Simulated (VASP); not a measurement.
# AlRu (Pmmm) in VASP: further runs

Runs on AlRu. Level: PBE. Tasks: single point.

All numbers are computed with VASP 6.6.1; they aren't measurements. Logs are shortened: lines on timing, memory, paths and dates and some standing lists are left out, and cuts for length are marked.

## (1) The cell of the first run

The structure is orthorhombic, space group Pmmm (No. 47). Conventional cell: a = 2.891 Å, b = 3.004 Å, c = 3.117 Å, α = 90.00°, β = 90.00°, γ = 90.00°. Within 3.4 Å of Al (site symmetry mmm) lie 8 Ru at 2.60 Å and 6 Al at 2.89 to 3.12 Å. Ru (site symmetry mmm) has 8 Al at 2.60 Å and 6 Ru at 2.89 to 3.12 Å within 3.4 Å.

## (2) Single point, PBE (strain +0.0375 x Voigt [1, -1, 0, 0, 0, 0])

Input file INCAR:

```
PREC = Accurate ; ENCUT = 520
EDIFF = 1E-6 ; ISMEAR = 0
SIGMA = 0.15 ; LREAL = F
LASPH = T ; NELM = 100
ALGO = Fast ; ISIF = 2
LWAVE = F ; LCHARG = T
GGA = PE ; LELF = T
LVHAR = T ; NBANDS = 16
```

Input file KPOINTS:

```
regular mesh
0
Gamma
  20 20 20
```

Input file POSCAR:

```
AlRu
1.0
    3.1167379018      0.0000000000      0.0000000000
    0.0000000000      2.8914315474      0.0000000000
    0.0000000000      0.0000000000      3.0040847246
Al Ru
1 1
Direct
    0.0000000000      0.0000000000      0.0000000000
    0.5000000000      0.5000000000      0.5000000000
```

Potentials or basis: VASP PAW PBE potentials, release 64 (Al, Ru_pv).

Launch:

```
$ cat potpaw_PBE.64/Al/POTCAR potpaw_PBE.64/Ru_pv/POTCAR > POTCAR
$ mpirun -np 1 vasp_std > vasp.out
```

OUTCAR:

```text
PREC = Accurate
   ENCUT = 520
   EDIFF = 1E-6
   ISMEAR = 0
   LREAL = F
   LASPH = T
   NELM = 100
   ISIF = 2
   GGA = PE

 ion  position               nearest neighbor table
   1  0.000  0.000  0.000-   2 2.60   2 2.60   2 2.60   2 2.60   2 2.60   2 2.60   2 2.60   2 2.60

   2  0.500  0.500  0.500-   1 2.60   1 2.60   1 2.60   1 2.60   1 2.60   1 2.60   1 2.60   1 2.60

  LATTYP: Found a simple orthorhombic cell.
 ALAT       =     2.8914315474
 B/A-ratio  =     1.0389610390
 C/A-ratio  =     1.0779220779

  Lattice vectors:

 A1 = (   0.0000000000,   2.8914315474,   0.0000000000)
 A2 = (   0.0000000000,   0.0000000000,   3.0040847246)
 A3 = (   3.1167379018,   0.0000000000,   0.0000000000)

Analysis of symmetry for initial positions (statically):
=====================================================================
 Subroutine PRICEL returns:
 Original cell was already a primitive cell.

 Routine SETGRP: Setting up the symmetry group for a
 simple orthorhombic supercell.

 Subroutine GETGRP returns: Found  8 space group operations
 (whereof  8 operations were pure point group operations)
 out of a pool of  8 trial point group operations.

The static configuration has the point symmetry D_2h.

Analysis of symmetry for dynamics (positions and initial velocities):
=====================================================================
 Subroutine PRICEL returns:
 Original cell was already a primitive cell.

 Routine SETGRP: Setting up the symmetry group for a
 simple orthorhombic supercell.

 Subroutine GETGRP returns: Found  8 space group operations
 (whereof  8 operations were pure point group operations)
 out of a pool of  8 trial point group operations.

The dynamic configuration has the point symmetry D_2h.

 Subroutine INISYM returns: Found  8 space group operations
 (whereof  8 operations are pure point group operations),
 and found     1 'primitive' translations

----------------------------------------------------------------------------------------

                                     Primitive cell

  volume of cell :      27.0723

  direct lattice vectors                    reciprocal lattice vectors
     3.116737902  0.000000000  0.000000000     0.320848282  0.000000000  0.000000000
     0.000000000  2.891431547  0.000000000     0.000000000  0.345849446  0.000000000
     0.000000000  0.000000000  3.004084725     0.000000000  0.000000000  0.332880092

  length of vectors
     3.116737902  2.891431547  3.004084725     0.320848282  0.345849446  0.332880092

  position of ions in fractional coordinates (direct lattice)
     0.000000000  0.000000000  0.000000000
     0.500000000  0.500000000  0.500000000

  ion indices of the primitive-cell ions
   primitive index   ion index
                 1           1
                 2           2

----------------------------------------------------------------------------------------

 KPOINTS: regular mesh

Automatic generation of k-mesh.
 Grid dimensions read from file:
 generate k-points for:   20   20   20

 Generating k-lattice:

  Cartesian coordinates                     Fractional coordinates (reciprocal lattice)
     0.016042414  0.000000000  0.000000000     0.050000000  0.000000000  0.000000000
     0.000000000  0.017292472  0.000000000     0.000000000  0.050000000  0.000000000
     0.000000000  0.000000000  0.016644005     0.000000000  0.000000000  0.050000000

  Length of vectors
     0.016042414  0.017292472  0.016644005

  Shift w.r.t. Gamma in fractional coordinates (k-lattice)
     0.000000000  0.000000000  0.000000000

 Subroutine IBZKPT returns following result:
 ===========================================

 Found   1331 irreducible k-points:

 Following reciprocal coordinates:
            Coordinates               Weight
  0.000000  0.000000  0.000000      1.000000
  0.050000  0.000000  0.000000      2.000000
  0.100000  0.000000  0.000000      2.000000
  0.150000  0.000000  0.000000      2.000000
  0.200000  0.000000  0.000000      2.000000
  0.250000  0.000000  0.000000      2.000000
[... 16 lines left out ...]
  0.000000  0.100000  0.000000      2.000000
  0.050000  0.100000  0.000000      4.000000
 [... further k-points ...]
   k-points           NKPTS =   1331   k-points in BZ     NKDIM =   1331   number of bands    NBANDS=     16
   number of dos      NEDOS =    301   number of ions     NIONS =      2
   total plane-waves  NPLWV =  13824
   dimension x,y,z NGX =    24 NGY =   24 NGZ =   24
   dimension x,y,z NGXF=    48 NGYF=   48 NGZF=   48
   ions per type =               1   1
   NGX,Y,Z   is equivalent  to a cutoff of  12.80, 13.80, 13.28 a.u.
   NGXF,Y,Z  is equivalent  to a cutoff of  25.60, 27.60, 26.56 a.u.
 SYSTEM =  unknown system
   PREC   = accura    normal or accurate (medium, high low for compatibility)
   ISTART =      0    job   : 0-new  1-cont  2-samecut
   ICHARG =      2    charge: 1-file 2-atom 10-const
   ISPIN  =      1    spin polarized calculation?
   LNONCOLLINEAR =      F non collinear calculations
   LSORBIT =      F    spin-orbit coupling
   LASPH  =      T    aspherical Exc in radial PAW
   ENCUT  =  520.0 eV  38.22 Ry    6.18 a.u.   5.80  5.38  5.59*2*pi/ulx,y,z
   NELM   =    100;   NELMIN=  2; NELMDL= -5     # of ELM steps
   EDIFF  = 0.1E-05   stopping-criterion for ELM
   LREAL  =      F    real-space projection
   EDIFFG = 0.1E-04   stopping-criterion for IOM
   NSW    =      0    number of steps for IOM
   IBRION =     -1    ionic relax: 0-MD 1-quasi-New 2-CG
   NFREE  =      0    steps in history (QN), initial steepest desc. (CG)
   ISIF   =      2    stress and relaxation
   ISYM   =      2    0-nonsym 1-usesym 2-fastsym
   POTIM  = 0.5000    time-step for ionic-motion
   TEBEG  =    0.0;   TEEND  =   0.0 temperature during run
   PSTRESS=    0.0 pullay stress
   NELECT =      17.0000    total number of electrons
   NUPDOWN=      -1.0000    fix difference up-down
   EMIN   =  10.00;   EMAX   =-10.00  energy-range for DOS
   EFERMI =   0.00;   METHOD = LEGACY
   ISMEAR =     0;   SIGMA  =   0.15  broadening in eV -4-tet -1-fermi 0-gaus
   EFERMI_NEDOS =   21; number of points for ismear=-14 and -15
   IALGO  =     68    algorithm
   IMIX   =      4    mixing-type and parameters
     AMIX     =   0.40;   BMIX     =  1.00
     AMIX_MAG =   1.60;   BMIX_MAG =  1.00
  volume/ion in A,a.u.               =      13.54        91.35
  Fermi-wavevector in a.u.,A,eV,Ry     =   1.401897  2.649201 26.739725  1.965314
  Thomas-Fermi vector in A             =   2.524712
   LORBIT       =      0    0 simple, 1 ext, 2 COOP (PROOUT), +10 PAW based schemes
   GGA     = PE    functional components
   LHFCALC =     F    Hartree Fock is set to
   AEXX    =    0.0000 exact exchange contribution
   IVDW    =     0    specifies the selected vdW correction
   LEPSILON=     F    determine dielectric tensor
   LRPA    =     F    only Hartree local field effects (RPA)
 non-spin polarized calculation
 RMM-DIIS sequential band-by-band and
 Gauss-broadening in eV      SIGMA  =   0.15
  energy-cutoff  :      520.00
  volume of cell :       27.07
 maximum number of plane-waves:       746
 NGX is ok and might be reduce to    24
   NGX = 11   NGY = 11   NGZ = 11

 number of electron      17.0000001 magnetization

 Free energy of the ion-electron system (eV)
  ---------------------------------------------------
  ext. energy  EPLUGINS =         0.00000000
  ---------------------------------------------------
  free energy    TOTEN  =       -14.22714365 eV

  energy without entropy =      -14.20895588  energy(sigma->0) =      -14.21804977

 E-fermi :  10.5908     XC(G=0): -12.5090

 val. band max:       10.5897809835   @ k =   0.0000   0.0000   0.1500
 cond. band min:      10.5908316759   @ k =   0.3500   0.1500   0.0500
 fundamental gap:      0.0010506924
 Fermi energy:        10.5908215790

 k-point     1 :       0.0000    0.0000    0.0000
  band No.  band energies     occupation
      1     -31.2397      2.00000
      2     -31.1969      2.00000
      3     -31.1490      2.00000
      4       0.9462      2.00000
      5       7.0282      2.00000
      6       7.0601      2.00000
[... 8 lines left out ...]
     15      22.6884      0.00000
     16      25.6234      0.00000

 k-point     2 :       0.0500    0.0000    0.0000
  band No.  band energies     occupation
      1     -31.2432      2.00000
      2     -31.1967      2.00000
      3     -31.1487      2.00000
      4       0.9908      2.00000
      5       7.0351      2.00000
      6       7.0741      2.00000
[... 8 lines left out ...]
     15      22.6884      0.00000
     16      25.7093      0.00000

 k-point     3 :       0.1000    0.0000    0.0000
  band No.  band energies     occupation
      1     -31.2532      2.00000
      2     -31.1959      2.00000
      3     -31.1480      2.00000
      4       1.1238      2.00000
      5       7.0502      2.00000
      6       7.1151      2.00000
[... 8 lines left out ...]
     15      22.6885      0.00000
     16      25.9896      0.00000

 k-point     4 :       0.1500    0.0000    0.0000
  band No.  band energies     occupation
      1     -31.2687      2.00000
      2     -31.1946      2.00000
      3     -31.1468      2.00000
      4       1.3426      2.00000
      5       7.0557      2.00000
      6       7.1799      2.00000
[... 8 lines left out ...]
     15      22.6889      0.00000
     16      26.5181      0.00000
[... 324 lines left out ...]
 k-point    22 :       0.5000    0.0500    0.0000
  band No.  band energies     occupation
      1     -31.3781      2.00000
      2     -31.1851      2.00000
      3     -31.1454      2.00000
      4       4.6967      2.00000
      5       4.7652      2.00000
      6       7.7302      2.00000
[... 8 lines left out ...]
     15      22.8510      0.00000
     16      24.4334      0.00000

 k-point    23 :       0.0000    0.1000    0.0000
  band No.  band energies     occupation
      1     -31.2372      2.00000
      2     -31.1945      2.00000
      3     -31.1769      2.00000
      4       1.1487      2.00000
      5       7.1155      2.00000
      6       7.1594      2.00000
[... 8 lines left out ...]
     15      22.6894      0.00000
     16      26.5229      0.00000

 k-point    24 :       0.0500    0.1000    0.0000
  band No.  band energies     occupation
      1     -31.2406      2.00000
      2     -31.1942      2.00000
      3     -31.1766      2.00000
      4       1.1926      2.00000
      5       7.1242      2.00000
      6       7.1733      2.00000
[... 8 lines left out ...]
     15      22.6894      0.00000
     16      26.5804      0.00000

 [... further k-points ...]

------------------------ aborting loop because EDIFF is reached ----------------------------------------

  FORCE on cell =-STRESS in cart. coord.  units (eV):
  Direction    XX          YY          ZZ          XY          YZ          ZX
  --------------------------------------------------------------------------------------
  -------------------------------------------------------------------------------------
  Total       -0.9334721      1.2394818      0.0318945      0.0000000     -0.0000000      0.0000000
  in kB      -55.2441809     73.3542639      1.8875601      0.0000000     -0.0000000      0.0000000
  external PRESSURE =       6.6658810 kB  Pullay stress =       0.0000000 kB

 VOLUME and BASIS-vectors are now :
 -----------------------------------------------------------------------------
  energy-cutoff  :      520.00
  volume of cell :       27.07
      direct lattice vectors                 reciprocal lattice vectors
     3.116737902  0.000000000  0.000000000     0.320848282  0.000000000  0.000000000
     0.000000000  2.891431547  0.000000000     0.000000000  0.345849446  0.000000000
     0.000000000  0.000000000  3.004084725     0.000000000  0.000000000  0.332880092

 POSITION                                       TOTAL-FORCE (eV/Angst)
 -----------------------------------------------------------------------------------
      0.00000      0.00000      0.00000         0.000000      0.000000      0.000000
      1.55837      1.44572      1.50204         0.000000      0.000000      0.000000
 -----------------------------------------------------------------------------------
    total drift:                                0.000000     -0.000000     -0.000000

  FREE ENERGIE OF THE ION-ELECTRON SYSTEM (eV)
  ---------------------------------------------------
  free  energy   TOTEN  =       -14.2271436511 eV

  energy  without entropy=      -14.2089558844  energy(sigma->0) =      -14.21804977
```

It took 8.2 min on 1 thread of Intel Xeon 8259CL, shared host; peak memory 0.62 GiB.

Results:

| Quantity | Value |
| --- | --- |
| Free energy | -14.2271 eV |
| Pressure | 0.7 GPa |
| Band gap on the k mesh | zero (an odd number of electrons rules out a gap without spin polarisation) |

Levels at points of the mesh, in eV from the Fermi level:
| k point | band 7 | band 8 | band 9 | band 10 | band 11 | band 12 |
| --- | --- | --- | --- | --- | --- | --- |
| (0.00, 0.00, 0.00) | -0.08 | 0.19 | 0.40 | 4.90 | 5.97 | 7.19 |
| (0.50, 0.00, 0.00) | -1.60 | -1.15 | 0.57 | 1.60 | 7.46 | 10.91 |
| (0.00, 0.50, 0.00) | -2.05 | -1.64 | 0.26 | 2.86 | 7.38 | 10.03 |
| (0.50, 0.50, 0.00) | -1.30 | -1.11 | -1.06 | 1.40 | 5.37 | 6.06 |
| (0.00, 0.00, 0.50) | -2.03 | -1.16 | 0.43 | 2.22 | 7.33 | 10.00 |
| (0.50, 0.00, 0.50) | -1.47 | -0.86 | -0.77 | 1.22 | 4.73 | 5.82 |
| (0.00, 0.50, 0.50) | -1.42 | -1.31 | -1.04 | 1.71 | 5.74 | 6.28 |
| (0.50, 0.50, 0.50) | 1.34 | 1.81 | 2.50 | 3.87 | 4.09 | 4.33 |

Caveat: the cell differs from its parent crystal (strain +0.0375 x Voigt [1, -1, 0, 0, 0, 0]).

## (3) Single point, PBE (strain +0.0187 x Voigt [1, -1, 0, 0, 0, 0])

Input file INCAR:

```
PREC = Accurate
ENCUT = 520
EDIFF = 1E-6
ISMEAR = 0
SIGMA = 0.15
LREAL = False
LASPH = True
NELM = 60
ALGO = Fast
ISIF = 2
LWAVE = False
LCHARG = False
GGA = PE
NBANDS = 16
```

KPOINTS is that of step 2.

Input file POSCAR:

```
AlRu
1.0
    3.0602611090      0.0000000000      0.0000000000
    0.0000000000      2.9479083402      0.0000000000
    0.0000000000      0.0000000000      3.0040847246
Al Ru
1 1
Direct
    0.0000000000      0.0000000000      0.0000000000
    0.5000000000      0.5000000000      0.5000000000
```

Potentials or basis: VASP PAW PBE potentials, release 64 (Al, Ru_pv).

Launch:

```
$ cat potpaw_PBE.64/Al/POTCAR potpaw_PBE.64/Ru_pv/POTCAR > POTCAR
$ mpirun -np 1 vasp_std > vasp.out
```

It took 8.1 min on 1 thread of Intel Xeon 8259CL, shared host; peak memory 0.62 GiB.

Results (log left out):

| Quantity | Value |
| --- | --- |
| Free energy | -14.2576 eV |
| Pressure | 0.1 GPa |
| Band gap on the k mesh | zero (an odd number of electrons rules out a gap without spin polarisation) |

Stress tensor (GPa, compression positive):
```
-2.98  0.00  0.00
 0.00  3.31  0.00
 0.00  0.00  0.00
```

Levels at points of the mesh, in eV from the Fermi level:
| k point | band 7 | band 8 | band 9 | band 10 | band 11 | band 12 |
| --- | --- | --- | --- | --- | --- | --- |
| (0.00, 0.00, 0.00) | 0.06 | 0.18 | 0.29 | 5.46 | 6.01 | 6.60 |
| (0.50, 0.00, 0.00) | -1.57 | -1.35 | 0.50 | 1.93 | 7.47 | 10.95 |
| (0.00, 0.50, 0.00) | -1.80 | -1.59 | 0.34 | 2.56 | 7.43 | 10.50 |
| (0.50, 0.50, 0.00) | -1.23 | -1.21 | -1.09 | 1.48 | 5.27 | 6.10 |
| (0.00, 0.00, 0.50) | -1.79 | -1.36 | 0.43 | 2.24 | 7.43 | 10.49 |
| (0.50, 0.00, 0.50) | -1.40 | -1.00 | -0.95 | 1.38 | 4.98 | 5.98 |
| (0.00, 0.50, 0.50) | -1.32 | -1.28 | -1.19 | 1.62 | 5.49 | 6.21 |
| (0.50, 0.50, 0.50) | 1.48 | 1.71 | 2.50 | 3.99 | 4.11 | 4.22 |

Caveat: the cell differs from its parent crystal (strain +0.0187 x Voigt [1, -1, 0, 0, 0, 0]).
